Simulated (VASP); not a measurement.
# Mg3Te2O (P6/mmm) in VASP: further runs

The runs below take Mg3Te2O through single point, relaxation of cell and atoms, with PBE.

Everything below comes from runs of VASP 6.6.1. Logs are shortened: lines on timing, memory, paths and dates and some standing lists are left out, and cuts for length are marked.

### Step 1. The cell of the first run

The structure is hexagonal, space group P6/mmm (No. 191). The conventional cell has a = 5.598 Å, b = 5.598 Å, c = 5.347 Å, α = 90.00°, β = 90.00°, γ = 120.00°. Within 3.7 Å of Mg (site symmetry mmm) lie 4 Mg at 2.80 Å and 2 O at 2.80 Å and 4 Te at 3.12 Å. Within 4.2 Å of Te (site symmetry -6m2) lie 6 Mg at 3.12 Å and 3 Te at 3.23 Å and 6 O at 4.19 Å. O (site symmetry 6/mmm) has 6 Mg at 2.80 Å within 3.7 Å.

The cell was built from a structure type or drawn by symmetry, and may not be a known phase.

### Step 2. Single point, PBE

INCAR

```
ALGO = Normal
EDIFF = 1E-6
ENCUT = 520
GGA = PE
ISIF = 2
ISMEAR = 0
LASPH = True
LCHARG = False
LREAL = False
LWAVE = False
NBANDS = 21
NELM = 100
PREC = Accurate
SIGMA = 0.1
```

KPOINTS

```
k-points
0
Gamma
  6 6 4
```

POSCAR

```
Mg3Te2O
1.0
    5.5977924724      0.0000000000      0.0000000000
   -2.7988962362      4.8478304862      0.0000000000
    0.0000000000      0.0000000000      5.3465369377
Mg Te O
3 2 1
Direct
    0.5000000000      0.0000000000      0.0000000000
    0.0000000000      0.5000000000      0.0000000000
    0.5000000000      0.5000000000      0.0000000000
    0.3333333333      0.6666666667      0.5000000000
    0.6666666667      0.3333333333      0.5000000000
    0.0000000000      0.0000000000      0.0000000000
```

Potentials or basis: VASP PAW PBE potentials, release 64 (Mg, Te, O).

Run with:

```sh
$ cat potpaw_PBE.64/Mg/POTCAR potpaw_PBE.64/Te/POTCAR potpaw_PBE.64/O/POTCAR > POTCAR
$ mpirun -np 1 vasp_std > vasp.out
```

OUTCAR:

```text
EDIFF = 1E-6
   ENCUT = 520
   GGA = PE
   ISIF = 2
   ISMEAR = 0
   LASPH = True
   LREAL = False
   NELM = 100
   PREC = Accurate

 ion  position               nearest neighbor table
   1  0.500  0.000  0.000-   2 2.80   3 2.80   3 2.80   2 2.80   6 2.80   6 2.80   5 3.12   5 3.12
                             4 3.12   4 3.12
   2  0.000  0.500  0.000-   1 2.80   6 2.80   6 2.80   1 2.80   3 2.80   3 2.80   5 3.12   5 3.12
                             4 3.12   4 3.12
   3  0.500  0.500  0.000-   1 2.80   6 2.80   1 2.80   6 2.80   2 2.80   2 2.80   5 3.12   5 3.12
                             4 3.12   4 3.12
   4  0.333  0.667  0.500-   1 3.12   1 3.12   2 3.12   2 3.12   3 3.12   3 3.12   5 3.23   5 3.23
                             5 3.23
   5  0.667  0.333  0.500-   1 3.12   1 3.12   2 3.12   2 3.12   3 3.12   3 3.12   4 3.23   4 3.23
                             4 3.23
   6  0.000  0.000  0.000-   2 2.80   3 2.80   2 2.80   3 2.80   1 2.80   1 2.80

  LATTYP: Found a hexagonal cell.
 ALAT       =     5.5977924724
 C/A-ratio  =     0.9551152466

  Lattice vectors:

 A1 = (   5.5977924724,   0.0000000000,   0.0000000000)
 A2 = (  -2.7988962362,   4.8478304862,   0.0000000000)
 A3 = (   0.0000000000,   0.0000000000,   5.3465369377)

Analysis of symmetry for initial positions (statically):
=====================================================================
 Subroutine PRICEL returns:
 Original cell was already a primitive cell.

 Routine SETGRP: Setting up the symmetry group for a
 hexagonal supercell.

 Subroutine GETGRP returns: Found 24 space group operations
 (whereof 24 operations were pure point group operations)
 out of a pool of 24 trial point group operations.

The static configuration has the point symmetry D_6h.

Analysis of symmetry for dynamics (positions and initial velocities):
=====================================================================
 Subroutine PRICEL returns:
 Original cell was already a primitive cell.

 Routine SETGRP: Setting up the symmetry group for a
 hexagonal supercell.

 Subroutine GETGRP returns: Found 24 space group operations
 (whereof 24 operations were pure point group operations)
 out of a pool of 24 trial point group operations.

The dynamic configuration has the point symmetry D_6h.

 Subroutine INISYM returns: Found 24 space group operations
 (whereof 24 operations are pure point group operations),
 and found     1 'primitive' translations

----------------------------------------------------------------------------------------

                                     Primitive cell

  volume of cell :     145.0898

  direct lattice vectors                    reciprocal lattice vectors
     5.597792472  0.000000000  0.000000000     0.178641849  0.103138920  0.000000000
    -2.798896236  4.847830486  0.000000000     0.000000000  0.206277840  0.000000000
     0.000000000  0.000000000  5.346536938     0.000000000  0.000000000  0.187036957

  length of vectors
     5.597792472  5.597792472  5.346536938     0.206277840  0.206277840  0.187036957

  position of ions in fractional coordinates (direct lattice)
     0.500000000  0.000000000  0.000000000
     1.000000000  0.500000000  0.000000000
     0.500000000  0.500000000  0.000000000
     0.333333333  0.666666667  0.500000000
     0.666666667  0.333333333  0.500000000
     0.000000000  0.000000000  0.000000000

  ion indices of the primitive-cell ions
   primitive index   ion index
                 1           1
                 2           2
                 3           3
                 4           4
                 5           5
                 6           6

----------------------------------------------------------------------------------------

 KPOINTS: k-points

Automatic generation of k-mesh.
 Grid dimensions read from file:
 generate k-points for:    6    6    4

 Generating k-lattice:

  Cartesian coordinates                     Fractional coordinates (reciprocal lattice)
     0.029773642  0.017189820  0.000000000     0.166666667 -0.000000000  0.000000000
     0.000000000  0.034379640  0.000000000     0.000000000  0.166666667  0.000000000
     0.000000000  0.000000000  0.046759239     0.000000000  0.000000000  0.250000000

  Length of vectors
     0.034379640  0.034379640  0.046759239

  Shift w.r.t. Gamma in fractional coordinates (k-lattice)
     0.000000000  0.000000000  0.000000000

 Subroutine IBZKPT returns following result:
 ===========================================

 Found     21 irreducible k-points:

 Following reciprocal coordinates:
            Coordinates               Weight
  0.000000  0.000000  0.000000      1.000000
  0.166667  0.000000  0.000000      6.000000
  0.333333  0.000000  0.000000      6.000000
  0.500000  0.000000  0.000000      3.000000
  0.166667  0.166667  0.000000      6.000000
  0.333333  0.166667  0.000000     12.000000
[... 13 lines left out ...]
  0.333333  0.166667  0.500000     12.000000
  0.333333  0.333333  0.500000      2.000000
   k-points           NKPTS =     21   k-points in BZ     NKDIM =     21   number of bands    NBANDS=     21
   number of dos      NEDOS =    301   number of ions     NIONS =      6
   total plane-waves  NPLWV =  70560
   dimension x,y,z NGX =    42 NGY =   42 NGZ =   40
   dimension x,y,z NGXF=    84 NGYF=   84 NGZF=   80
   ions per type =               3   2   1
   NGX,Y,Z   is equivalent  to a cutoff of  12.47, 12.47, 12.44 a.u.
   NGXF,Y,Z  is equivalent  to a cutoff of  24.95, 24.95, 24.88 a.u.
 SYSTEM =  unknown system
   PREC   = accura    normal or accurate (medium, high low for compatibility)
   ISTART =      0    job   : 0-new  1-cont  2-samecut
   ICHARG =      2    charge: 1-file 2-atom 10-const
   ISPIN  =      1    spin polarized calculation?
   LNONCOLLINEAR =      F non collinear calculations
   LSORBIT =      F    spin-orbit coupling
   LASPH  =      T    aspherical Exc in radial PAW
   ENCUT  =  520.0 eV  38.22 Ry    6.18 a.u.  10.41 10.41  9.94*2*pi/ulx,y,z
   NELM   =    100;   NELMIN=  2; NELMDL= -5     # of ELM steps
   EDIFF  = 0.1E-05   stopping-criterion for ELM
   LREAL  =      F    real-space projection
   EDIFFG = 0.1E-04   stopping-criterion for IOM
   NSW    =      0    number of steps for IOM
   IBRION =     -1    ionic relax: 0-MD 1-quasi-New 2-CG
   NFREE  =      0    steps in history (QN), initial steepest desc. (CG)
   ISIF   =      2    stress and relaxation
   ISYM   =      2    0-nonsym 1-usesym 2-fastsym
   POTIM  = 0.5000    time-step for ionic-motion
   TEBEG  =    0.0;   TEEND  =   0.0 temperature during run
   PSTRESS=    0.0 pullay stress
   NELECT =      24.0000    total number of electrons
   NUPDOWN=      -1.0000    fix difference up-down
   EMIN   =  10.00;   EMAX   =-10.00  energy-range for DOS
   EFERMI =   0.00;   METHOD = LEGACY
   ISMEAR =     0;   SIGMA  =   0.10  broadening in eV -4-tet -1-fermi 0-gaus
   EFERMI_NEDOS =   21; number of points for ismear=-14 and -15
   IALGO  =     38    algorithm
   IMIX   =      4    mixing-type and parameters
     AMIX     =   0.40;   BMIX     =  1.00
     AMIX_MAG =   1.60;   BMIX_MAG =  1.00
  volume/ion in A,a.u.               =      24.18       163.19
  Fermi-wavevector in a.u.,A,eV,Ry     =   0.898669  1.698238 10.988141  0.807606
  Thomas-Fermi vector in A             =   2.021407
   LORBIT       =      0    0 simple, 1 ext, 2 COOP (PROOUT), +10 PAW based schemes
   GGA     = PE    functional components
   LHFCALC =     F    Hartree Fock is set to
   AEXX    =    0.0000 exact exchange contribution
   IVDW    =     0    specifies the selected vdW correction
   LEPSILON=     F    determine dielectric tensor
   LRPA    =     F    only Hartree local field effects (RPA)
 non-spin polarized calculation
 Gauss-broadening in eV      SIGMA  =   0.10
  energy-cutoff  :      520.00
  volume of cell :      145.09
 maximum number of plane-waves:      3944
 NGX is ok and might be reduce to    42
   NGX = 21   NGY = 21   NGZ = 19

 number of electron      23.9999997 magnetization

 Free energy of the ion-electron system (eV)
  ---------------------------------------------------
  ext. energy  EPLUGINS =         0.00000000
  ---------------------------------------------------
  free energy    TOTEN  =       -16.31105323 eV

  energy without entropy =      -16.29420171  energy(sigma->0) =      -16.30262747

 E-fermi :   3.8046     XC(G=0):  -8.7264

 val. band max:        3.7716925277   @ k =   0.3333   0.0000   0.5000
 cond. band min:       3.8076519689   @ k =   0.3333   0.1667   0.2500
 fundamental gap:      0.0359594413
 Fermi energy:         3.8045666652

 k-point     1 :       0.0000    0.0000    0.0000
  band No.  band energies     occupation
      1     -11.8834      2.00000
      2      -8.6954      2.00000
      3      -6.0773      2.00000
      4      -0.8060      2.00000
      5      -0.2650      2.00000
      6      -0.2650      2.00000
[... 13 lines left out ...]
     20       9.3857      0.00000
     21       9.3857      0.00000

 k-point     2 :       0.1667    0.0000    0.0000
  band No.  band energies     occupation
      1     -11.8792      2.00000
      2      -8.5916      2.00000
      3      -6.3252      2.00000
      4      -0.6900      2.00000
      5      -0.4465      2.00000
      6      -0.0927      2.00000
[... 13 lines left out ...]
     20       9.3638      0.00000
     21       9.4903      0.00000

 k-point     3 :       0.3333    0.0000    0.0000
  band No.  band energies     occupation
      1     -11.8708      2.00000
      2      -8.3057      2.00000
      3      -6.8690      2.00000
      4      -0.7169      2.00000
      5      -0.3721      2.00000
      6       0.1724      2.00000
[... 13 lines left out ...]
     20       9.7411      0.00000
     21      10.0999      0.00000
[... 385 lines left out ...]
 k-point    20 :       0.3333    0.1667    0.5000
  band No.  band energies     occupation
      1     -11.8643      2.00000
      2      -7.9257      2.00000
      3      -7.1227      2.00000
      4      -2.1229      2.00000
      5      -1.1414      2.00000
      6      -0.6586      2.00000
[... 13 lines left out ...]
     20       8.8482      0.00000
     21       9.4680      0.00000

 k-point    21 :       0.3333    0.3333    0.5000
  band No.  band energies     occupation
      1     -11.8628      2.00000
      2      -7.5483      2.00000
      3      -7.5483      2.00000
      4      -1.7089      2.00000
      5      -1.7089      2.00000
      6      -0.8289      2.00000
[... 13 lines left out ...]
     20       8.4111      0.00000
     21       9.7881      0.00000

------------------------ aborting loop because EDIFF is reached ----------------------------------------

  FORCE on cell =-STRESS in cart. coord.  units (eV):
  Direction    XX          YY          ZZ          XY          YZ          ZX
  --------------------------------------------------------------------------------------
  -------------------------------------------------------------------------------------
  Total       -0.2269160     -0.2269160      0.0774469      0.0000000      0.0000000      0.0000000
  in kB       -2.5057569     -2.5057569      0.8552205      0.0000000      0.0000000      0.0000000
  external PRESSURE =      -1.3854311 kB  Pullay stress =       0.0000000 kB

 VOLUME and BASIS-vectors are now :
 -----------------------------------------------------------------------------
  energy-cutoff  :      520.00
  volume of cell :      145.09
      direct lattice vectors                 reciprocal lattice vectors
     5.597792472  0.000000000  0.000000000     0.178641849  0.103138920  0.000000000
    -2.798896236  4.847830486  0.000000000     0.000000000  0.206277840  0.000000000
     0.000000000  0.000000000  5.346536938     0.000000000  0.000000000  0.187036957

 POSITION                                       TOTAL-FORCE (eV/Angst)
 -----------------------------------------------------------------------------------
      2.79890      0.00000      0.00000         0.000000      0.000000      0.000000
     -1.39945      2.42392      0.00000         0.000000      0.000000      0.000000
      1.39945      2.42392      0.00000         0.000000      0.000000      0.000000
     -0.00000      3.23189      2.67327         0.000000     -0.000000      0.000000
      2.79890      1.61594      2.67327        -0.000000      0.000000     -0.000000
      0.00000      0.00000      0.00000         0.000000      0.000000      0.000000
 -----------------------------------------------------------------------------------
    total drift:                               -0.000000      0.000000      0.000000

  FREE ENERGIE OF THE ION-ELECTRON SYSTEM (eV)
  ---------------------------------------------------
  free  energy   TOTEN  =       -16.3110532288 eV

  energy  without entropy=      -16.2942017091  energy(sigma->0) =      -16.30262747
```

It took 58 s on 1 thread of Intel Xeon Platinum 8375C at 2.90GHz (Ice Lake), shared host; peak memory 0.27 GiB.

Results:

```yaml
Free_energy: -16.3111 eV
Pressure: -0.1 GPa
Band_gap_on_the_k_mesh: zero (bands 12 and 13 overlap by 1.63 eV)
```

Stress tensor (GPa, compression positive):
```
-0.25  0.00  0.00
 0.00 -0.25  0.00
 0.00  0.00  0.09
```

Levels at points of the mesh, in eV from the Fermi level:
```
           k point  band 8  band 9  band 10  band 11  band 12  band 13  band 14  band 15  band 16  band 17
(0.00, 0.00, 0.00)   -2.46   -2.46    -2.00    -0.62    -0.15    -0.15     0.10     3.31     3.31     3.66
(0.50, 0.00, 0.00)   -3.14   -1.98    -1.51    -0.85    -0.57    -0.17     0.78     2.85     3.05     3.65
(0.00, 0.00, 0.50)   -2.22   -2.22    -0.95    -0.51    -0.51     0.97     0.97     1.38     3.43     3.99
(0.50, 0.00, 0.50)   -2.52   -1.56    -0.64    -0.22     0.98     0.99     1.60     2.48     2.98     3.89
```

Caveat: spin-orbit coupling is left out, which moves the levels of the heavy elements.

[end of part 1 of 3]
